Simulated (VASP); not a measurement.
# SnSe (P1) in VASP: single point with PBE

Aim: the single point of SnSe with PBE.

Program: VASP 6.6.1. These are calculated values, not measurements. Logs are shortened: lines on timing, memory, paths and dates and some standing lists are left out, and cuts for length are marked.

## 1. The cell of the first run

The typed cell holds 8 atoms: a = 6.163 Å, b = 7.139 Å, c = 7.154 Å, α = 79.79°, β = 64.73°, γ = 64.71°.

## 2. Single point, PBE

File POSCAR:

```
SnSe
1.0
    6.1626529287     -0.0001751016     -0.0001469212
    3.0501958956      6.4544895931      0.0035297266
    3.0544439308     -0.0447196267      6.4688928750
Sn Se
4 4
Direct
    0.3135440559      0.7744295206      0.6342940000
    0.7189254053      0.2255057526      0.3657111472
    0.0849865642      0.6338223544      0.2275875245
    0.9467805089      0.3661586218      0.7723400332
    0.5522428043      0.6326291574      0.2303388688
    0.4158034241      0.3674291411      0.7697452697
    0.7826778089      0.7708319437      0.6354609051
    0.1850394283      0.2291935085      0.3645222515
```

File INCAR.step1:

```
  PREC = Accurate
  ENCUT = 520
  EDIFF = 1E-6
  ISMEAR = 0
  SIGMA = 0.02
  LREAL = False
  LASPH = True
  NELM = 60
  ALGO = Normal
  ISIF = 2
  LWAVE = False
  LCHARG = True
  GGA = PE
  NBANDS = 50
  KPAR = 4
```

File KPOINTS.step1:

```
Automatic mesh
0
Gamma
  6 4 4
```

File INCAR.step2:

```
  PREC = Accurate
  ENCUT = 520
  EDIFF = 1E-6
  ISMEAR = -5
  SIGMA = 0.02
  LREAL = False
  LASPH = True
  NELM = 60
  ALGO = Normal
  ISIF = 2
  LWAVE = False
  LCHARG = False
  GGA = PE
  LORBIT = 11
  NEDOS = 1001
  ICHARG = 11
  KPAR = 4
```

File KPOINTS.step2:

```
Automatic mesh
0
Gamma
  9 6 6
```

Potentials or basis: VASP PAW PBE potentials, release 64 (Sn_d, Se).

The run is started by

```sh
$ cat potpaw_PBE.64/Sn_d/POTCAR potpaw_PBE.64/Se/POTCAR > POTCAR
$ cp INCAR.step1 INCAR
$ cp KPOINTS.step1 KPOINTS
$ mpirun -np 4 vasp_std > vasp.out
$ cp INCAR.step2 INCAR
$ cp KPOINTS.step2 KPOINTS
$ mpirun -np 4 vasp_std > vasp.out
```

OUTCAR:

```text
PREC = Accurate
   ENCUT = 520
   EDIFF = 1E-6
   ISMEAR = -5
   LREAL = False
   LASPH = True
   NELM = 60
   ISIF = 2
   GGA = PE
   LORBIT = 11
   ICHARG = 11

 ion  position               nearest neighbor table
   1  0.314  0.774  0.634-   5 2.77   6 2.78   7 2.88
   2  0.719  0.226  0.366-   6 2.77   5 2.78   8 2.88
   3  0.085  0.634  0.228-   8 2.77   7 2.78   5 2.88
   4  0.947  0.366  0.772-   7 2.77   8 2.78   6 2.89
   5  0.552  0.633  0.230-   1 2.77   2 2.78   3 2.88
   6  0.416  0.367  0.770-   2 2.77   1 2.78   4 2.89
   7  0.783  0.771  0.635-   4 2.77   3 2.78   1 2.88
   8  0.185  0.229  0.365-   3 2.77   4 2.78   2 2.88

  Warning from LATTYP: Got some problem with cell dimensions!
  Tried to take original basis but could not verify dimensions!
  LATTYP: Found a triclinic cell.
 ALAT       =    11.2606200659
 B/A-ratio  =     0.5472747413
 C/A-ratio  =     0.8141087442
 COS(alpha) =     0.0004667164
 COS(beta)  =     0.4083465989
 COS(gamma) =     0.8185112237

  Lattice vectors:

 A1 = (  -9.2170968595,   0.0448947283,  -6.4687459538)
 A2 = (  -6.1626529287,   0.0001751016,   0.0001469212)
 A3 = (  -0.0042480352,   6.4992092198,  -6.4653631484)

Analysis of symmetry for initial positions (statically):
=====================================================================
 Subroutine PRICEL returns:
 Original cell was already a primitive cell.

 Routine SETGRP: Setting up the symmetry group for a
 triclinic supercell.

 Subroutine GETGRP returns: Found  1 space group operations
 (whereof  1 operations were pure point group operations)
 out of a pool of  2 trial point group operations.

The static configuration has the point symmetry C_1 .

Analysis of symmetry for dynamics (positions and initial velocities):
=====================================================================
 Subroutine PRICEL returns:
 Original cell was already a primitive cell.

 Routine SETGRP: Setting up the symmetry group for a
 triclinic supercell.

 Subroutine GETGRP returns: Found  1 space group operations
 (whereof  1 operations were pure point group operations)
 out of a pool of  2 trial point group operations.

The dynamic configuration has the point symmetry C_1 .

 Subroutine INISYM returns: Found  1 space group operations
 (whereof  1 operations are pure point group operations),
 and found     1 'primitive' translations

----------------------------------------------------------------------------------------

                                     Primitive cell

  volume of cell :     257.3191

  direct lattice vectors                    reciprocal lattice vectors
     6.162652929 -0.000175102 -0.000146921     0.162263762 -0.076638741 -0.077146558
     3.050195896  6.454489593  0.003529727     0.000004428  0.154928241  0.001068932
     3.054443931 -0.044719627  6.468892875     0.000003683 -0.000086277  0.154583622

  length of vectors
     6.162652933  7.138917521  7.153894226     0.195332067  0.154931929  0.154583646

  position of ions in fractional coordinates (direct lattice)
     0.313544056  0.774429521  0.634294000
     0.718925405  0.225505753  0.365711147
     0.084986564  0.633822354  0.227587525
     0.946780509  0.366158622  0.772340033
     0.552242804  0.632629157  0.230338869
     0.415803424  0.367429141  0.769745270
     0.782677809  0.770831944  0.635460905
     0.185039428  0.229193509  0.364522251

  ion indices of the primitive-cell ions
   primitive index   ion index
                 1           1
                 2           2
                 3           3
                 4           4
                 5           5
                 6           6
                 7           7
                 8           8

----------------------------------------------------------------------------------------

 KPOINTS: Automatic mesh

Automatic generation of k-mesh.
 Grid dimensions read from file:
 generate k-points for:    9    6    6

 Generating k-lattice:

  Cartesian coordinates                     Fractional coordinates (reciprocal lattice)
     0.018029307 -0.008515416 -0.008571840     0.111111111  0.000000000  0.000000000
     0.000000738  0.025821374  0.000178155     0.000000000  0.166666667 -0.000000000
     0.000000614 -0.000014379  0.025763937     0.000000000 -0.000000000  0.166666667

  Length of vectors
     0.021703563  0.025821988  0.025763941

  Shift w.r.t. Gamma in fractional coordinates (k-lattice)
     0.000000000  0.000000000  0.000000000

 TETIRR: Found    972 inequivalent tetrahedra from     1944

 Subroutine IBZKPT returns following result:
 ===========================================

 Found    164 irreducible k-points:

 Following reciprocal coordinates:
            Coordinates               Weight
  0.000000  0.000000  0.000000      1.000000
  0.111111 -0.000000 -0.000000      2.000000
  0.222222 -0.000000  0.000000      2.000000
  0.333333 -0.000000 -0.000000      2.000000
  0.444444 -0.000000  0.000000      2.000000
  0.000000  0.166667  0.000000      2.000000
[... 16 lines left out ...]
 -0.111111  0.333333  0.000000      2.000000
  0.000000  0.500000  0.000000      1.000000
 [... further k-points ...]
   k-points           NKPTS =    164   k-points in BZ     NKDIM =    164   number of bands    NBANDS=     48
   number of dos      NEDOS =   1001   number of ions     NIONS =      8
   total plane-waves  NPLWV = 139968
   dimension x,y,z NGX =    48 NGY =   54 NGZ =   54
   dimension x,y,z NGXF=    96 NGYF=  108 NGZF=  108
   ions per type =               4   4
   NGX,Y,Z   is equivalent  to a cutoff of  12.95, 12.58, 12.55 a.u.
   NGXF,Y,Z  is equivalent  to a cutoff of  25.90, 25.15, 25.10 a.u.
 SYSTEM =  unknown system
   PREC   = accura    normal or accurate (medium, high low for compatibility)
   ISTART =      0    job   : 0-new  1-cont  2-samecut
   ICHARG =     11    charge: 1-file 2-atom 10-const
   ISPIN  =      1    spin polarized calculation?
   LNONCOLLINEAR =      F non collinear calculations
   LSORBIT =      F    spin-orbit coupling
   LASPH  =      T    aspherical Exc in radial PAW
   ENCUT  =  520.0 eV  38.22 Ry    6.18 a.u.  11.46 13.27 13.30*2*pi/ulx,y,z
   NELM   =     60;   NELMIN=  2; NELMDL=  0     # of ELM steps
   EDIFF  = 0.1E-05   stopping-criterion for ELM
   LREAL  =      F    real-space projection
   EDIFFG = 0.1E-04   stopping-criterion for IOM
   NSW    =      0    number of steps for IOM
   IBRION =     -1    ionic relax: 0-MD 1-quasi-New 2-CG
   NFREE  =      0    steps in history (QN), initial steepest desc. (CG)
   ISIF   =      2    stress and relaxation
   ISYM   =      2    0-nonsym 1-usesym 2-fastsym
   POTIM  = 0.5000    time-step for ionic-motion
   TEBEG  =    0.0;   TEEND  =   0.0 temperature during run
   PSTRESS=    0.0 pullay stress
   NELECT =      80.0000    total number of electrons
   NUPDOWN=      -1.0000    fix difference up-down
   EMIN   =  10.00;   EMAX   =-10.00  energy-range for DOS
   EFERMI =   0.00;   METHOD = LEGACY
   ISMEAR =    -5;   SIGMA  =   0.02  broadening in eV -4-tet -1-fermi 0-gaus
   EFERMI_NEDOS =   21; number of points for ismear=-14 and -15
   IALGO  =     38    algorithm
   IMIX   =      4    mixing-type and parameters
     AMIX     =   0.40;   BMIX     =  1.00
     AMIX_MAG =   1.60;   BMIX_MAG =  1.00
  volume/ion in A,a.u.               =      32.16       217.06
  Fermi-wavevector in a.u.,A,eV,Ry     =   1.109041  2.095783 16.734777  1.229971
  Thomas-Fermi vector in A             =   2.245575
   LORBIT       =     11    0 simple, 1 ext, 2 COOP (PROOUT), +10 PAW based schemes
   GGA     = PE    functional components
   LHFCALC =     F    Hartree Fock is set to
   AEXX    =    0.0000 exact exchange contribution
   IVDW    =     0    specifies the selected vdW correction
   LEPSILON=     F    determine dielectric tensor
   LRPA    =     F    only Hartree local field effects (RPA)
 non-spin polarized calculation
 Fermi weights with tetrahedron method with Bloechl corrections
  energy-cutoff  :      520.00
  volume of cell :      257.32
 maximum number of plane-waves:      6953
 NGX is ok and might be reduce to    48

 number of electron      79.9999977 magnetization

 Free energy of the ion-electron system (eV)
  ---------------------------------------------------
  ext. energy  EPLUGINS =         0.00000000
  ---------------------------------------------------
  free energy    TOTEN  =       -32.51171649 eV

  energy without entropy =      -32.51171649  energy(sigma->0) =      -32.51171649

 E-fermi :   3.4570     XC(G=0):  -8.6498

 val. band max:        3.4410874435   @ k =  -0.4444   0.1667   0.3333
 cond. band min:       4.4554497152   @ k =   0.1111   0.3333   0.5000
 fundamental gap:      1.0143622718
 Fermi energy:         3.4570481904

 k-point     1 :       0.0000    0.0000    0.0000
  band No.  band energies     occupation
      1     -17.6367      2.00000
      2     -17.6345      2.00000
      3     -17.6334      2.00000
      4     -17.6258      2.00000
      5     -17.6224      2.00000
      6     -17.6201      2.00000
[... 40 lines left out ...]
     47       7.7402      0.00000
     48       7.8163      0.00000

 k-point     2 :       0.1111   -0.0000   -0.0000
  band No.  band energies     occupation
      1     -17.6367      2.00000
      2     -17.6340      2.00000
      3     -17.6329      2.00000
      4     -17.6261      2.00000
      5     -17.6224      2.00000
      6     -17.6200      2.00000
[... 40 lines left out ...]
     47       7.8214      0.00000
     48       8.0086      0.00000

 k-point     3 :       0.2222   -0.0000    0.0000
  band No.  band energies     occupation
      1     -17.6364      2.00000
      2     -17.6328      2.00000
      3     -17.6318      2.00000
      4     -17.6269      2.00000
      5     -17.6219      2.00000
      6     -17.6197      2.00000
[... 40 lines left out ...]
     47       7.4644      0.00000
     48       7.4998      0.00000

 k-point     4 :       0.3333   -0.0000   -0.0000
  band No.  band energies     occupation
      1     -17.6354      2.00000
      2     -17.6319      2.00000
      3     -17.6307      2.00000
      4     -17.6277      2.00000
      5     -17.6208      2.00000
      6     -17.6194      2.00000
[... 958 lines left out ...]
     47       7.3312      0.00000
     48       7.6325      0.00000

 k-point    23 :      -0.1111    0.3333    0.0000
  band No.  band energies     occupation
      1     -17.6414      2.00000
      2     -17.6366      2.00000
      3     -17.6318      2.00000
      4     -17.6249      2.00000
      5     -17.6241      2.00000
      6     -17.6199      2.00000
[... 40 lines left out ...]
     47       7.8220      0.00000
     48       8.0242      0.00000

 k-point    24 :       0.0000    0.5000    0.0000
  band No.  band energies     occupation
      1     -17.6424      2.00000
      2     -17.6376      2.00000
      3     -17.6319      2.00000
      4     -17.6250      2.00000
      5     -17.6241      2.00000
      6     -17.6203      2.00000
[... 40 lines left out ...]
     47       7.8957      0.00000
     48       8.0791      0.00000

 [... further k-points ...]

------------------------ aborting loop because EDIFF is reached ----------------------------------------

  FORCE on cell =-STRESS in cart. coord.  units (eV):
  Direction    XX          YY          ZZ          XY          YZ          ZX
  --------------------------------------------------------------------------------------
  -------------------------------------------------------------------------------------
  Total        0.0098735      0.0271273      0.0125877     -0.0029920      0.0074795      0.0033377
  in kB        0.0614764      0.1689058      0.0783762     -0.0186295      0.0465708      0.0207818
  external PRESSURE =       0.1029195 kB  Pullay stress =       0.0000000 kB

 VOLUME and BASIS-vectors are now :
 -----------------------------------------------------------------------------
  energy-cutoff  :      520.00
  volume of cell :      257.32
      direct lattice vectors                 reciprocal lattice vectors
     6.162652929 -0.000175102 -0.000146921     0.162263762 -0.076638741 -0.077146558
     3.050195896  6.454489593  0.003529727     0.000004428  0.154928241  0.001068932
     3.054443931 -0.044719627  6.468892875     0.000003683 -0.000086277  0.154583622

 POSITION                                       TOTAL-FORCE (eV/Angst)
 -----------------------------------------------------------------------------------
      6.23184      4.97013      4.10587        -0.017338      0.011315      0.004876
      6.23537      1.43904      2.36644        -0.017184     -0.011689     -0.004648
      3.15218      4.08081      1.47446        -0.017672      0.004646     -0.009904
      9.31060      2.32866      4.99734        -0.016211     -0.004071      0.009684
      6.03648      4.07290      1.49219         0.016257      0.003045     -0.002984
      6.03433      2.33707      4.98064         0.016076     -0.003407      0.003121
      9.11554      4.94677      4.11333         0.017515      0.002780     -0.000431
      2.95283      1.46299      2.35884         0.018557     -0.002621      0.000286
 -----------------------------------------------------------------------------------
    total drift:                               -0.001550     -0.000263     -0.000046

  FREE ENERGIE OF THE ION-ELECTRON SYSTEM (eV)
  ---------------------------------------------------
  free  energy   TOTEN  =       -32.5117164856 eV

  energy  without entropy=      -32.5117164856  energy(sigma->0) =      -32.51171649

 total charge

# of ion       s       p       d       tot
------------------------------------------
    1        1.348   0.737   9.986  12.072
    2        1.348   0.737   9.986  12.072
    3        1.349   0.736   9.987  12.071
    4        1.349   0.736   9.986  12.071
    5        1.473   2.311   0.023   3.807
    6        1.473   2.311   0.023   3.807
    7        1.473   2.311   0.023   3.807
    8        1.473   2.311   0.023   3.807
--------------------------------------------------
tot         11.288  12.189  40.036  63.513
```

Wall time 11 min (4 MPI ranks of Oxide Virtual Turin-like, shared host); peak memory 1.4 GiB.

Results:

```yaml
Valence_electrons_inside_the_program's_atomic_spheres: Sn 12.07; Se 3.81
```

Levels at points of the mesh, in eV from the valence-band top:
```
           k point  band 37  band 38  band 39  band 40  band 41  band 42  band 43  band 44
(0.00, 0.00, 0.00)    -1.49    -0.54    -0.49    -0.19     1.86     2.56     2.57     3.69
(0.00, 0.50, 0.00)    -1.57    -0.98    -0.63    -0.41     1.50     2.82     2.90     3.47
(0.00, 0.00, 0.50)    -1.59    -0.95    -0.61    -0.40     1.51     2.88     2.90     3.47
(0.00, 0.50, 0.50)    -1.90    -1.17    -0.57    -0.56     1.25     1.29     2.01     3.33
```

Caveat: spin-orbit coupling is left out, which moves the levels of the heavy elements.
